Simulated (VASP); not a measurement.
# Te3MoPt (P4mm) in VASP: relaxation of cell and atoms with PBE

Aim: the relaxation of cell and atoms of Te3MoPt with PBE.

All numbers are computed with VASP 6.6.1; they aren't measurements. Logs are shortened: lines on timing, memory, paths and dates and some standing lists are left out, and cuts for length are marked.

**1. The cell of the first run**

The structure is tetragonal, space group P4mm (No. 99). The conventional cell has a = 4.132 Å, b = 4.132 Å, c = 8.103 Å, α = 90.00°, β = 90.00°, γ = 90.00°. Within 3.4 Å of Te (site symmetry 4mm) lie 1 Mo at 2.56 Å and 4 Pt at 3.23 Å. Te (site symmetry 2mm) has 2 Mo at 2.72 Å and 4 Te at 2.92 Å and 2 Pt at 3.61 Å within 3.7 Å. Mo (site symmetry 4mm) has 5 Te at 2.56 to 2.72 Å and 4 Pt at 3.15 Å within 3.4 Å. Pt (site symmetry 4mm) has 4 Mo at 3.15 Å and 8 Te at 3.23 to 3.61 Å and 4 Pt at 4.13 Å within 4.2 Å.

The cell was generated, and may not be a known phase.

**2. Relaxation of cell and atoms, PBE**

INCAR reads:

```
PREC = Accurate
ENCUT = 600
EDIFF = 1E-6
ISMEAR = 0
SIGMA = 0.1
LREAL = False
LASPH = True
NELM = 60
ALGO = Normal
ISIF = 3
LWAVE = False
LCHARG = False
GGA = PE
IBRION = 2
NSW = 100
EDIFFG = -0.01
```

KPOINTS reads:

```
regular mesh
0
Gamma
  10 10 6
```

POSCAR reads:

```
Te3MoPt
1.0
    4.1319956668      0.0000000000      0.0000000000
    0.0000000000      4.1319956668      0.0000000000
    0.0000000000      0.0000000000      8.1032331179
Te Mo Pt
3 1 1
Direct
    0.5000000000      0.5000000000      0.0793436792
    0.0000000000      0.5000000000      0.5447317658
    0.5000000000      0.0000000000      0.5447317658
    0.5000000000      0.5000000000      0.7636521471
    0.0000000000      0.0000000000      0.9094406721
```

Potentials or basis: VASP PAW PBE potentials, release 64 (Te, Mo_sv, Pt).

On the command line:

```console
$ cat potpaw_PBE.64/Te/POTCAR potpaw_PBE.64/Mo_sv/POTCAR potpaw_PBE.64/Pt/POTCAR > POTCAR
$ mpirun -np 1 vasp_std > vasp.out
```

OUTCAR:

```text
PREC = Accurate
   ENCUT = 600
   EDIFF = 1E-6
   ISMEAR = 0
   LREAL = False
   LASPH = True
   NELM = 60
   ISIF = 3
   GGA = PE
   IBRION = 2
   NSW = 100
   EDIFFG = -0.01

 ion  position               nearest neighbor table
   1  0.500  0.500  0.079-   4 2.56   5 3.23   5 3.23   5 3.23   5 3.23
   2  0.000  0.500  0.545-   4 2.72   4 2.72   3 2.92   3 2.92   3 2.92   3 2.92
   3  0.500  0.000  0.545-   4 2.72   4 2.72   2 2.92   2 2.92   2 2.92   2 2.92
   4  0.500  0.500  0.764-   1 2.56   2 2.72   3 2.72   3 2.72   2 2.72   5 3.15   5 3.15   5 3.15
                             5 3.15
   5  0.000  0.000  0.909-   4 3.15   4 3.15   4 3.15   4 3.15   1 3.23   1 3.23   1 3.23   1 3.23

  LATTYP: Found a simple tetragonal cell.
 ALAT       =     4.1319956668
 C/A-ratio  =     1.9610942923

  Lattice vectors:

 A1 = (   4.1319956668,   0.0000000000,   0.0000000000)
 A2 = (   0.0000000000,   4.1319956668,   0.0000000000)
 A3 = (   0.0000000000,   0.0000000000,   8.1032331179)

Analysis of symmetry for initial positions (statically):
=====================================================================
 Subroutine PRICEL returns:
 Original cell was already a primitive cell.

 Routine SETGRP: Setting up the symmetry group for a
 simple tetragonal supercell.

 Subroutine GETGRP returns: Found  8 space group operations
 (whereof  8 operations were pure point group operations)
 out of a pool of 16 trial point group operations.

The static configuration has the point symmetry C_4v.

Analysis of symmetry for dynamics (positions and initial velocities):
=====================================================================
 Subroutine PRICEL returns:
 Original cell was already a primitive cell.

 Routine SETGRP: Setting up the symmetry group for a
 simple tetragonal supercell.

 Subroutine GETGRP returns: Found  8 space group operations
 (whereof  8 operations were pure point group operations)
 out of a pool of 16 trial point group operations.

The dynamic configuration has the point symmetry C_4v.

 Subroutine INISYM returns: Found  8 space group operations
 (whereof  8 operations are pure point group operations),
 and found     1 'primitive' translations

----------------------------------------------------------------------------------------

                                     Primitive cell

  volume of cell :     138.3496

  direct lattice vectors                    reciprocal lattice vectors
     4.131995667  0.000000000  0.000000000     0.242013807  0.000000000  0.000000000
     0.000000000  4.131995667  0.000000000     0.000000000  0.242013807  0.000000000
     0.000000000  0.000000000  8.103233118     0.000000000  0.000000000  0.123407532

  length of vectors
     4.131995667  4.131995667  8.103233118     0.242013807  0.242013807  0.123407532

  position of ions in fractional coordinates (direct lattice)
     0.500000000  0.500000000  0.079343679
     0.000000000  0.500000000  0.544731766
     0.500000000  0.000000000  0.544731766
     0.500000000  0.500000000  0.763652147
     0.000000000  0.000000000  0.909440672

  ion indices of the primitive-cell ions
   primitive index   ion index
                 1           1
                 2           2
                 3           3
                 4           4
                 5           5

----------------------------------------------------------------------------------------

 KPOINTS: regular mesh

Automatic generation of k-mesh.
 Grid dimensions read from file:
 generate k-points for:   10   10    6

 Generating k-lattice:

  Cartesian coordinates                     Fractional coordinates (reciprocal lattice)
     0.024201381  0.000000000  0.000000000     0.100000000  0.000000000  0.000000000
     0.000000000  0.024201381  0.000000000     0.000000000  0.100000000  0.000000000
     0.000000000  0.000000000  0.020567922     0.000000000  0.000000000  0.166666667

  Length of vectors
     0.024201381  0.024201381  0.020567922

  Shift w.r.t. Gamma in fractional coordinates (k-lattice)
     0.000000000  0.000000000  0.000000000

 Subroutine IBZKPT returns following result:
 ===========================================

 Found     84 irreducible k-points:

 Following reciprocal coordinates:
            Coordinates               Weight
  0.000000  0.000000  0.000000      1.000000
  0.100000  0.000000  0.000000      4.000000
  0.200000  0.000000  0.000000      4.000000
  0.300000  0.000000  0.000000      4.000000
  0.400000  0.000000  0.000000      4.000000
  0.500000  0.000000  0.000000      2.000000
[... 16 lines left out ...]
  0.100000  0.000000  0.166667      8.000000
  0.200000  0.000000  0.166667      8.000000
 [... further k-points ...]
   k-points           NKPTS =     84   k-points in BZ     NKDIM =     84   number of bands    NBANDS=     25
   number of dos      NEDOS =    301   number of ions     NIONS =      5
   total plane-waves  NPLWV =  90720
   dimension x,y,z NGX =    36 NGY =   36 NGZ =   70
   dimension x,y,z NGXF=    72 NGYF=   72 NGZF=  140
   ions per type =               3   1   1
   NGX,Y,Z   is equivalent  to a cutoff of  14.48, 14.48, 14.36 a.u.
   NGXF,Y,Z  is equivalent  to a cutoff of  28.97, 28.97, 28.72 a.u.
 SYSTEM =  unknown system
   PREC   = accura    normal or accurate (medium, high low for compatibility)
   ISTART =      0    job   : 0-new  1-cont  2-samecut
   ICHARG =      2    charge: 1-file 2-atom 10-const
   ISPIN  =      1    spin polarized calculation?
   LNONCOLLINEAR =      F non collinear calculations
   LSORBIT =      F    spin-orbit coupling
   LASPH  =      T    aspherical Exc in radial PAW
   ENCUT  =  600.0 eV  44.10 Ry    6.64 a.u.   8.25  8.25 16.18*2*pi/ulx,y,z
   NELM   =     60;   NELMIN=  2; NELMDL= -5     # of ELM steps
   EDIFF  = 0.1E-05   stopping-criterion for ELM
   LREAL  =      F    real-space projection
   EDIFFG = -.1E-01   stopping-criterion for IOM
   NSW    =    100    number of steps for IOM
   IBRION =      2    ionic relax: 0-MD 1-quasi-New 2-CG
   NFREE  =      1    steps in history (QN), initial steepest desc. (CG)
   ISIF   =      3    stress and relaxation
   ISYM   =      2    0-nonsym 1-usesym 2-fastsym
   POTIM  = 0.5000    time-step for ionic-motion
   TEBEG  =    0.0;   TEEND  =   0.0 temperature during run
   PSTRESS=    0.0 pullay stress
   NELECT =      42.0000    total number of electrons
   NUPDOWN=      -1.0000    fix difference up-down
   EMIN   =  10.00;   EMAX   =-10.00  energy-range for DOS
   EFERMI =   0.00;   METHOD = LEGACY
   ISMEAR =     0;   SIGMA  =   0.10  broadening in eV -4-tet -1-fermi 0-gaus
   EFERMI_NEDOS =   21; number of points for ismear=-14 and -15
   IALGO  =     38    algorithm
   IMIX   =      4    mixing-type and parameters
     AMIX     =   0.40;   BMIX     =  1.00
     AMIX_MAG =   1.60;   BMIX_MAG =  1.00
  volume/ion in A,a.u.               =      27.67       186.73
  Fermi-wavevector in a.u.,A,eV,Ry     =   1.100268  2.079205 16.471080  1.210590
  Thomas-Fermi vector in A             =   2.236677
   LORBIT       =      0    0 simple, 1 ext, 2 COOP (PROOUT), +10 PAW based schemes
   GGA     = PE    functional components
   LHFCALC =     F    Hartree Fock is set to
   AEXX    =    0.0000 exact exchange contribution
   IVDW    =     0    specifies the selected vdW correction
   LEPSILON=     F    determine dielectric tensor
   LRPA    =     F    only Hartree local field effects (RPA)
 conjugate gradient relaxation of ions
 non-spin polarized calculation
 Gauss-broadening in eV      SIGMA  =   0.10
  energy-cutoff  :      600.00
  volume of cell :      138.35
 maximum number of plane-waves:      4654
 NGX is ok and might be reduce to    36
   NGX = 17   NGY = 17   NGZ = 33

--------------------------------------- Ionic step        1  -------------------------------------------

 number of electron      41.9999999 magnetization

 Free energy of the ion-electron system (eV)
  ---------------------------------------------------
  ext. energy  EPLUGINS =         0.00000000
  ---------------------------------------------------
  free energy    TOTEN  =       -24.53753238 eV

  energy without entropy =      -24.52574557  energy(sigma->0) =      -24.53163898

------------------------ aborting loop because EDIFF is reached ----------------------------------------

  FORCE on cell =-STRESS in cart. coord.  units (eV):
  Direction    XX          YY          ZZ          XY          YZ          ZX
  --------------------------------------------------------------------------------------
  -------------------------------------------------------------------------------------
  Total        0.0834566      0.0834566     -0.1624159      0.0000000      0.0000000      0.0000000
  in kB        0.9664807      0.9664807     -1.8808805      0.0000000      0.0000000      0.0000000
  external PRESSURE =       0.0173603 kB  Pullay stress =       0.0000000 kB
[... 98 lines left out ...]
  FREE ENERGIE OF THE ION-ELECTRON SYSTEM (eV)
  ---------------------------------------------------
  free  energy   TOTEN  =       -24.5384913007 eV

  energy  without entropy=      -24.5265363598  energy(sigma->0) =      -24.53251383

[... ionic steps 4 to 28 ...]

--------------------------------------- Ionic step       29  -------------------------------------------

 number of electron      42.0000000 magnetization

------------------------ aborting loop because EDIFF is reached ----------------------------------------

  FORCE on cell =-STRESS in cart. coord.  units (eV):
  Direction    XX          YY          ZZ          XY          YZ          ZX
  --------------------------------------------------------------------------------------
  -------------------------------------------------------------------------------------
  Total       -0.0054058     -0.0054058     -0.0215548      0.0000000      0.0000000      0.0000000
  in kB       -0.0616374     -0.0616374     -0.2457716      0.0000000      0.0000000      0.0000000
  external PRESSURE =      -0.1230154 kB  Pullay stress =       0.0000000 kB
[... 63 lines left out ...]
  energy  without entropy=      -24.5280893344  energy(sigma->0) =      -24.53425684

--------------------------------------- Ionic step       31  -------------------------------------------

 number of electron      42.0000000 magnetization

 Free energy of the ion-electron system (eV)
  ---------------------------------------------------
  ext. energy  EPLUGINS =         0.00000000
  ---------------------------------------------------
  free energy    TOTEN  =       -24.54043154 eV

  energy without entropy =      -24.52811028  energy(sigma->0) =      -24.53427091

 E-fermi :   6.6496     XC(G=0):  -9.7116

 val. band max:        6.6474468489   @ k =   0.5000   0.0000   0.5000
 cond. band min:       6.6524002947   @ k =   0.1000   0.1000   0.1667
 fundamental gap:      0.0049534458
 Fermi energy:         6.6495514616

 k-point     1 :       0.0000    0.0000    0.0000
  band No.  band energies     occupation
      1     -54.4902      2.00000
      2     -28.7126      2.00000
      3     -28.5623      2.00000
      4     -28.5623      2.00000
      5      -7.9992      2.00000
      6      -4.7020      2.00000
[... 661 lines left out ...]
     24       8.3482      0.00000
     25       8.8926      0.00000

 [... further k-points ...]

------------------------ aborting loop because EDIFF is reached ----------------------------------------

  FORCE on cell =-STRESS in cart. coord.  units (eV):
  Direction    XX          YY          ZZ          XY          YZ          ZX
  --------------------------------------------------------------------------------------
  -------------------------------------------------------------------------------------
  Total        0.0169776      0.0169776      0.0148835      0.0000000      0.0000000      0.0000000
  in kB        0.1936010      0.1936010      0.1697218      0.0000000      0.0000000      0.0000000
  external PRESSURE =       0.1856413 kB  Pullay stress =       0.0000000 kB
[... 20 lines left out ...]
  FREE ENERGIE OF THE ION-ELECTRON SYSTEM (eV)
  ---------------------------------------------------
  free  energy   TOTEN  =       -24.5404315427 eV

  energy  without entropy=      -24.5281102801  energy(sigma->0) =      -24.53427091

 reached required accuracy - stopping structural energy minimisation
```

Run time: 43 min. Hardware: 1 thread of Intel Xeon 6975P-C (Granite Rapids), shared host; peak memory 0.6 GiB.

Results:

```yaml
Free_energy: -24.5404 eV
Relaxed_volume: 28.10 Å³/atom
Relaxed_cell: a = 4.134 Å, b = 4.134 Å, c = 8.221 Å, α = 90.00°, β = 90.00°, γ = 90.00°
Space_group_after_relaxing_to_0.1_Å: P4mm (No. 99)
Energy_gained_by_relaxing: 0.6 meV/atom
Ionic_steps: 31
Pressure_after_relaxing: 0.0 GPa
Largest_force_after_relaxing: 0.004 eV/Å
Band_gap_on_the_k_mesh: zero (bands 21 and 22 overlap by 0.76 eV)
```

Forces in eV/Å, atoms in the order of the input:
```
Te   0.000  0.000 -0.004
Te   0.000  0.000  0.002
Te   0.000  0.000  0.002
Mo   0.000  0.000 -0.002
Pt   0.000  0.000  0.003
```

The path:
```csv
step,energy change (eV),largest force (eV/Å),pressure (GPa),volume (Å³)
1,0.0000,0.2007,0.00,138.35
2,-0.0005,0.1254,0.08,138.36
3,-0.0010,0.0555,0.04,138.35
4,-0.0012,0.0498,-0.01,138.49
5,-0.0013,0.0520,-0.18,138.85
6,-0.0014,0.0512,-0.17,138.85
7,-0.0015,0.0495,-0.15,138.86
8,-0.0017,0.0454,-0.09,138.87
9,-0.0018,0.0560,-0.01,138.89
10,-0.0018,0.0500,-0.05,138.88
11,-0.0019,0.0389,-0.01,138.84
12,-0.0020,0.0133,0.09,138.73
13,-0.0021,0.0142,0.06,138.82
14,-0.0021,0.0223,0.00,138.96
15,-0.0021,0.0182,0.00,138.99
16,-0.0022,0.0123,0.00,139.10
17,-0.0022,0.0516,-0.03,139.30
18,-0.0022,0.0513,-0.03,139.31
19,-0.0023,0.0506,-0.04,139.34
20,-0.0023,0.0491,-0.03,139.40
21,-0.0024,0.0458,-0.03,139.51
22,-0.0025,0.0395,-0.02,139.73
23,-0.0026,0.0299,0.01,140.18
24,-0.0026,0.0287,0.00,140.23
25,-0.0027,0.0322,0.00,140.29
26,-0.0027,0.0246,-0.01,140.33
27,-0.0028,0.0201,0.00,140.39
28,-0.0028,0.0153,0.01,140.42
29,-0.0029,0.0132,-0.01,140.52
30,-0.0029,0.0121,0.02,140.48
31,-0.0029,0.0044,0.02,140.50
```

Final structure:
```cif
data_structure
_symmetry_space_group_name_H-M 'P 1'
_symmetry_Int_Tables_number 1
_cell_length_a 4.1340
_cell_length_b 4.1340
_cell_length_c 8.2211
_cell_angle_alpha 90.000
_cell_angle_beta 90.000
_cell_angle_gamma 90.000
_cell_volume 140.50
loop_
_atom_site_label
_atom_site_type_symbol
_atom_site_fract_x
_atom_site_fract_y
_atom_site_fract_z
_atom_site_occupancy
Te1 Te 0.50000 0.50000 0.07487 1
Te2 Te 0.00000 0.50000 0.54856 1
Te3 Te 0.50000 0.00000 0.54856 1
Mo1 Mo 0.50000 0.50000 0.76499 1
Pt1 Pt 0.00000 0.00000 0.90493 1
```

Caveat: spin-orbit coupling is left out, which moves the levels of the heavy elements; this functional lacks dispersion, which binds layers or chains, so the pressure and a relaxed spacing across them are unreliable.
